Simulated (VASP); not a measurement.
# Ti (P6_3/mmc) in VASP: a series of runs

Ti is run at these levels: r2SCAN; tasks: single point.

Program: VASP 6.6.1. These are calculated values, not measurements. Logs are shortened: lines on timing, memory, paths and dates and some standing lists are left out, and cuts for length are marked.

## Step 1: The cell of the first run

The structure is hexagonal, space group P6_3/mmc (No. 194). The conventional cell has a = 2.813 Å, b = 2.813 Å, c = 4.445 Å, α = 90.00°, β = 90.00°, γ = 120.00°. Within 3.6 Å of Ti (site symmetry -6m2) lie 12 Ti at 2.75 to 2.81 Å.

## Step 2: Single point, r2SCAN (15.23 Å³/atom)

The input, POSCAR:

```
Ti
1.0
    2.8127419753      0.0000000000      0.0000000000
   -1.4063709877      2.4359060049      0.0000000000
    0.0000000000      0.0000000000      4.4445676878
Ti
2
Direct
    0.3333333333      0.6666666667      0.2500000000
    0.6666666667      0.3333333333      0.7500000000
```

The input, INCAR.step1:

```
SYSTEM = Ti
PREC     = Accurate       ! precision mode
ENCUT    = 520            ! plane-wave cutoff, eV
ISMEAR   = 0              ! smearing method
SIGMA    = 0.1            ! smearing width, eV
LREAL    = .False.        ! projectors in reciprocal space
LASPH    = .True.         ! aspherical terms in the spheres
NELM     = 100            ! most SCF steps
NBANDS   = 19             ! bands
GGA      = PE             ! functional
ALGO     = Normal         ! electronic algorithm
EDIFF    = 1E-4           ! SCF threshold, eV
LWAVE    = .True.         ! write WAVECAR
LCHARG   = .False.        ! write CHGCAR
```

The input, INCAR.step2:

```
SYSTEM = Ti
PREC     = Accurate       ! precision mode
ENCUT    = 520            ! plane-wave cutoff, eV
EDIFF    = 1E-6           ! SCF threshold, eV
ISMEAR   = 0              ! smearing method
SIGMA    = 0.1            ! smearing width, eV
LREAL    = .False.        ! projectors in reciprocal space
LASPH    = .True.         ! aspherical terms in the spheres
NELM     = 100            ! most SCF steps
ALGO     = Normal         ! electronic algorithm
ISIF     = 2              ! what is computed and relaxed
LWAVE    = .False.        ! write WAVECAR
LCHARG   = .False.        ! write CHGCAR
METAGGA  = R2SCAN         ! meta-GGA
LMIXTAU  = .True.       
NBANDS   = 19             ! bands
ISTART   = 1
```

The input, KPOINTS:

```
regular mesh
0
Gamma
  18 18 10
  0 0 0
```

Potentials or basis: VASP PAW PBE potentials, release 64 (Ti_sv).

On the command line:

```sh
> cat potpaw_PBE.64/Ti_sv/POTCAR > POTCAR
> cp INCAR.step1 INCAR
> mpirun -np 1 vasp_std > vasp.out
> cp INCAR.step2 INCAR
> mpirun -np 1 vasp_std > vasp.out
```

OUTCAR:

```text
SYSTEM = Ti
   PREC = Accurate
   ENCUT = 520
   EDIFF = 1E-6
   ISMEAR = 0
   LREAL = .False.
   LASPH = .True.
   NELM = 100
   ISIF = 2
   METAGGA = R2SCAN
   ISTART = 1

 ion  position               nearest neighbor table
   1  0.333  0.667  0.250-   2 2.75   2 2.75   2 2.75   2 2.75   2 2.75   2 2.75
   2  0.667  0.333  0.750-   1 2.75   1 2.75   1 2.75   1 2.75   1 2.75   1 2.75

  LATTYP: Found a hexagonal cell.
 ALAT       =     2.8127419753
 C/A-ratio  =     1.5801547838

  Lattice vectors:

 A1 = (   2.8127419753,   0.0000000000,   0.0000000000)
 A2 = (  -1.4063709877,   2.4359060049,   0.0000000000)
 A3 = (   0.0000000000,   0.0000000000,   4.4445676878)

Analysis of symmetry for initial positions (statically):
=====================================================================
 Subroutine PRICEL returns:
 Original cell was already a primitive cell.

 Routine SETGRP: Setting up the symmetry group for a
 hexagonal supercell.

 Subroutine GETGRP returns: Found 24 space group operations
 (whereof 12 operations were pure point group operations)
 out of a pool of 24 trial point group operations.

The static configuration has the point symmetry D_3d.
 The point group associated with its full space group is D_6h.

Analysis of symmetry for dynamics (positions and initial velocities):
=====================================================================
 Subroutine PRICEL returns:
 Original cell was already a primitive cell.

 Routine SETGRP: Setting up the symmetry group for a
 hexagonal supercell.

 Subroutine GETGRP returns: Found 24 space group operations
 (whereof 12 operations were pure point group operations)
 out of a pool of 24 trial point group operations.

The dynamic configuration has the point symmetry D_3d.
 The point group associated with its full space group is D_6h.

 Subroutine INISYM returns: Found 24 space group operations
 (whereof 12 operations are pure point group operations),
 and found     1 'primitive' translations

----------------------------------------------------------------------------------------

                                     Primitive cell

  volume of cell :      30.4523

  direct lattice vectors                    reciprocal lattice vectors
     2.812741975  0.000000000  0.000000000     0.355524968  0.205262436  0.000000000
    -1.406370988  2.435906005  0.000000000     0.000000000  0.410524872  0.000000000
     0.000000000  0.000000000  4.444567688     0.000000000  0.000000000  0.224993761

  length of vectors
     2.812741975  2.812741975  4.444567688     0.410524872  0.410524872  0.224993761

  position of ions in fractional coordinates (direct lattice)
     0.333333333  0.666666667  0.250000000
     0.666666667  0.333333333  0.750000000

  ion indices of the primitive-cell ions
   primitive index   ion index
                 1           1
                 2           2

----------------------------------------------------------------------------------------

 KPOINTS: regular mesh

Automatic generation of k-mesh.
 Grid dimensions read from file:
 generate k-points for:   18   18   10

 Generating k-lattice:

  Cartesian coordinates                     Fractional coordinates (reciprocal lattice)
     0.019751387  0.011403469  0.000000000     0.055555556  0.000000000  0.000000000
     0.000000000  0.022806937  0.000000000     0.000000000  0.055555556  0.000000000
     0.000000000  0.000000000  0.022499376     0.000000000  0.000000000  0.100000000

  Length of vectors
     0.022806937  0.022806937  0.022499376

  Shift w.r.t. Gamma in fractional coordinates (k-lattice)
     0.000000000  0.000000000  0.000000000

 Subroutine IBZKPT returns following result:
 ===========================================

 Found    222 irreducible k-points:

 Following reciprocal coordinates:
            Coordinates               Weight
  0.000000  0.000000  0.000000      1.000000
  0.055556  0.000000  0.000000      6.000000
  0.111111  0.000000  0.000000      6.000000
  0.166667  0.000000  0.000000      6.000000
  0.222222  0.000000  0.000000      6.000000
  0.277778  0.000000  0.000000      6.000000
[... 16 lines left out ...]
  0.333333  0.111111  0.000000     12.000000
  0.388889  0.111111  0.000000     12.000000
 [... further k-points ...]
   k-points           NKPTS =    222   k-points in BZ     NKDIM =    222   number of bands    NBANDS=     19
   number of dos      NEDOS =    301   number of ions     NIONS =      2
   total plane-waves  NPLWV =  20736
   dimension x,y,z NGX =    24 NGY =   24 NGZ =   36
   dimension x,y,z NGXF=    48 NGYF=   48 NGZF=   72
   ions per type =               2
   NGX,Y,Z   is equivalent  to a cutoff of  14.19, 14.19, 13.47 a.u.
   NGXF,Y,Z  is equivalent  to a cutoff of  28.37, 28.37, 26.93 a.u.
 SYSTEM =  Ti
   PREC   = accura    normal or accurate (medium, high low for compatibility)
   ISTART =      1    job   : 0-new  1-cont  2-samecut
   ICHARG =      0    charge: 1-file 2-atom 10-const
   ISPIN  =      1    spin polarized calculation?
   LNONCOLLINEAR =      F non collinear calculations
   LSORBIT =      F    spin-orbit coupling
   LASPH  =      T    aspherical Exc in radial PAW
   ENCUT  =  520.0 eV  38.22 Ry    6.18 a.u.   5.23  5.23  8.26*2*pi/ulx,y,z
   NELM   =    100;   NELMIN=  2; NELMDL=  0     # of ELM steps
   EDIFF  = 0.1E-05   stopping-criterion for ELM
   LREAL  =      F    real-space projection
   EDIFFG = 0.1E-04   stopping-criterion for IOM
   NSW    =      0    number of steps for IOM
   IBRION =     -1    ionic relax: 0-MD 1-quasi-New 2-CG
   NFREE  =      0    steps in history (QN), initial steepest desc. (CG)
   ISIF   =      2    stress and relaxation
   ISYM   =      2    0-nonsym 1-usesym 2-fastsym
   POTIM  = 0.5000    time-step for ionic-motion
   TEBEG  =    0.0;   TEEND  =   0.0 temperature during run
   PSTRESS=    0.0 pullay stress
   NELECT =      24.0000    total number of electrons
   NUPDOWN=      -1.0000    fix difference up-down
   EMIN   =  10.00;   EMAX   =-10.00  energy-range for DOS
   EFERMI =   0.00;   METHOD = LEGACY
   ISMEAR =     0;   SIGMA  =   0.10  broadening in eV -4-tet -1-fermi 0-gaus
   EFERMI_NEDOS =   21; number of points for ismear=-14 and -15
   IALGO  =     38    algorithm
   IMIX   =      4    mixing-type and parameters
     AMIX     =   0.40;   BMIX     =  1.00
     AMIX_MAG =   1.60;   BMIX_MAG =  1.00
  volume/ion in A,a.u.               =      15.23       102.75
  Fermi-wavevector in a.u.,A,eV,Ry     =   1.512186  2.857618 31.112538  2.286707
  Thomas-Fermi vector in A             =   2.622144
   LORBIT       =      0    0 simple, 1 ext, 2 COOP (PROOUT), +10 PAW based schemes
   METAGGA = R2SCAN    functional components
   LHFCALC =     F    Hartree Fock is set to
   AEXX    =    0.0000 exact exchange contribution
   IVDW    =     0    specifies the selected vdW correction
   LEPSILON=     F    determine dielectric tensor
   LRPA    =     F    only Hartree local field effects (RPA)
 non-spin polarized calculation
 Gauss-broadening in eV      SIGMA  =   0.10
  energy-cutoff  :      520.00
  volume of cell :       30.45
 maximum number of plane-waves:       840
 NGX is ok and might be reduce to    24
   NGX = 11   NGY = 11   NGZ = 17

 number of electron      23.9999997 magnetization

 Free energy of the ion-electron system (eV)
  ---------------------------------------------------
  ext. energy  EPLUGINS =         0.00000000
  ---------------------------------------------------
  free energy    TOTEN  =       -25.67095904 eV

  energy without entropy =      -25.66406549  energy(sigma->0) =      -25.66751227

 E-fermi :   9.8899     XC(G=0): -13.0890

 val. band max:        9.8835287109   @ k =   0.2778   0.2778   0.4000
 cond. band min:       9.8945547501   @ k =   0.1667   0.0000   0.2000
 fundamental gap:      0.0110260392
 Fermi energy:         9.8898953335

 k-point     1 :       0.0000    0.0000    0.0000
  band No.  band energies     occupation
      1     -49.1306      2.00000
      2     -48.8868      2.00000
      3     -24.8806      2.00000
      4     -23.8860      2.00000
      5     -23.8860      2.00000
      6     -23.7607      2.00000
[... 11 lines left out ...]
     18      11.9487      0.00000
     19      13.8107      0.00000

 k-point     2 :       0.0556    0.0000    0.0000
  band No.  band energies     occupation
      1     -49.1252      2.00000
      2     -48.8846      2.00000
      3     -24.8698      2.00000
      4     -23.9085      2.00000
      5     -23.8935      2.00000
      6     -23.7651      2.00000
[... 11 lines left out ...]
     18      11.8843      0.00000
     19      13.8472      0.00000

 k-point     3 :       0.1111    0.0000    0.0000
  band No.  band energies     occupation
      1     -49.1095      2.00000
      2     -48.8786      2.00000
      3     -24.8379      2.00000
      4     -23.9736      2.00000
      5     -23.9148      2.00000
      6     -23.8239      2.00000
[... 11 lines left out ...]
     18      11.7238      0.00000
     19      13.9381      0.00000

 k-point     4 :       0.1667    0.0000    0.0000
  band No.  band energies     occupation
      1     -49.0849      2.00000
      2     -48.8697      2.00000
      3     -24.7869      2.00000
      4     -24.0738      2.00000
      5     -23.9462      2.00000
      6     -23.9235      2.00000
[... 407 lines left out ...]
     18      13.9086      0.00000
     19      14.2097      0.00000

 k-point    23 :       0.3333    0.1111    0.0000
  band No.  band energies     occupation
      1     -48.9443      2.00000
      2     -48.8407      2.00000
      3     -24.5355      2.00000
      4     -24.4568      2.00000
      5     -24.3645      2.00000
      6     -24.1195      2.00000
[... 11 lines left out ...]
     18      14.2373      0.00000
     19      14.5034      0.00000

 k-point    24 :       0.3889    0.1111    0.0000
  band No.  band energies     occupation
      1     -48.9219      2.00000
      2     -48.8422      2.00000
      3     -24.5970      2.00000
      4     -24.4044      2.00000
      5     -24.3930      2.00000
      6     -24.1487      2.00000
[... 11 lines left out ...]
     18      14.2525      0.00000
     19      15.0882      0.00000

 [... further k-points ...]

------------------------ aborting loop because EDIFF is reached ----------------------------------------

  FORCE on cell =-STRESS in cart. coord.  units (eV):
  Direction    XX          YY          ZZ          XY          YZ          ZX
  --------------------------------------------------------------------------------------
  -------------------------------------------------------------------------------------
  Total        3.6439796      3.6439796      3.6519536     -0.0000000      0.0000000      0.0000000
  in kB      191.7196243    191.7196243    192.1391583     -0.0000000      0.0000000      0.0000000
  external PRESSURE =     191.8594690 kB  Pullay stress =       0.0000000 kB

 VOLUME and BASIS-vectors are now :
 -----------------------------------------------------------------------------
  energy-cutoff  :      520.00
  volume of cell :       30.45
      direct lattice vectors                 reciprocal lattice vectors
     2.812741975  0.000000000  0.000000000     0.355524968  0.205262436  0.000000000
    -1.406370988  2.435906005  0.000000000     0.000000000  0.410524872  0.000000000
     0.000000000  0.000000000  4.444567688     0.000000000  0.000000000  0.224993761

 POSITION                                       TOTAL-FORCE (eV/Angst)
 -----------------------------------------------------------------------------------
     -0.00000      1.62394      1.11114        -0.000000      0.000000      0.000000
      1.40637      0.81197      3.33343         0.000000     -0.000000      0.000000
 -----------------------------------------------------------------------------------
    total drift:                               -0.000000      0.000000     -0.000000

  FREE ENERGIE OF THE ION-ELECTRON SYSTEM (eV)
  ---------------------------------------------------
  free  energy   TOTEN  =       -25.6709590421 eV

  energy  without entropy=      -25.6640654923  energy(sigma->0) =      -25.66751227
```

It took 7.9 min on 1 thread of AMD EPYC 7R13 (Zen 3), shared host; peak memory 0.21 GiB.

What came out:

```
Free energy            : -25.6710 eV
Pressure               : 19.2 GPa
Band gap on the k mesh : zero (bands 12 and 13 overlap by 1.31 eV)
```

Caveat: the cell stands under pressure; the PAW data sets were made with another functional, which shifts forces and pressure a little.

## Step 3: Single point, r2SCAN (15.75 Å³/atom)

This run uses another cell than the first one, of 15.75 Å³/atom.

The input, POSCAR:

```
Ti
1.0
    2.8443484632      0.0000000000      0.0000000000
   -1.4221742316      2.4632780264      0.0000000000
    0.0000000000      0.0000000000      4.4945108309
Ti
2
Direct
    0.3333333333      0.6666666667      0.2500000000
    0.6666666667      0.3333333333      0.7500000000
```

The input, INCAR.step1:

```
SYSTEM = Ti
ALGO = Normal
EDIFF = 1E-4
ENCUT = 520
GGA = PE
ISMEAR = 0
LASPH = .TRUE.
LCHARG = .FALSE.
LREAL = .FALSE.
LWAVE = .TRUE.
NBANDS = 19
NELM = 80
PREC = Accurate
SIGMA = 0.1
```

The input, INCAR.step2:

```
SYSTEM = Ti
ALGO = Normal
EDIFF = 1E-7
ENCUT = 520
ISIF = 2
ISMEAR = 0
ISTART = 1
LASPH = .TRUE.
LCHARG = .TRUE.
LELF = .TRUE.
LMIXTAU = .TRUE.
LREAL = .FALSE.
LVHAR = .TRUE.
LWAVE = .FALSE.
METAGGA = R2SCAN
NBANDS = 19
NELM = 80
PREC = Accurate
SIGMA = 0.1
```

The input, KPOINTS:

```
k-points
0
G
  18 18 10
  0 0 0
```

Potentials or basis: VASP PAW PBE potentials, release 64 (Ti_sv).

On the command line:

```sh
> cat potpaw_PBE.64/Ti_sv/POTCAR > POTCAR
> cp INCAR.step1 INCAR
> mpirun -np 1 vasp_std > vasp.out
> cp INCAR.step2 INCAR
> mpirun -np 1 vasp_std > vasp.out
```

Wall time 8.8 min (1 thread of AMD EPYC 7R13 (Zen 3), shared host); peak memory 0.21 GiB.

It converged, with:

```
Free energy            : -25.7773 eV
Pressure               : 13.5 GPa
Band gap on the k mesh : zero (bands 12 and 13 overlap by 1.30 eV)
```

Levels at points of the mesh, in eV from the Fermi level:
```csv
k point,band 9,band 10,band 11,band 12,band 13,band 14,band 15,band 16
"(0.00, 0.00, 0.00)",-6.83,-3.14,0.90,0.90,0.90,1.06,1.52,1.52
"(0.50, 0.00, 0.00)",-2.66,-2.62,-2.23,-0.73,0.61,0.80,1.42,3.97
"(0.00, 0.00, 0.50)",-4.75,-4.75,0.06,0.06,0.81,0.81,0.81,0.81
"(0.50, 0.00, 0.50)",-2.97,-2.97,-1.01,-1.01,1.54,1.54,2.09,2.09
```

Caveat: the cell stands under pressure; the PAW data sets were made with another functional, which shifts forces and pressure a little.
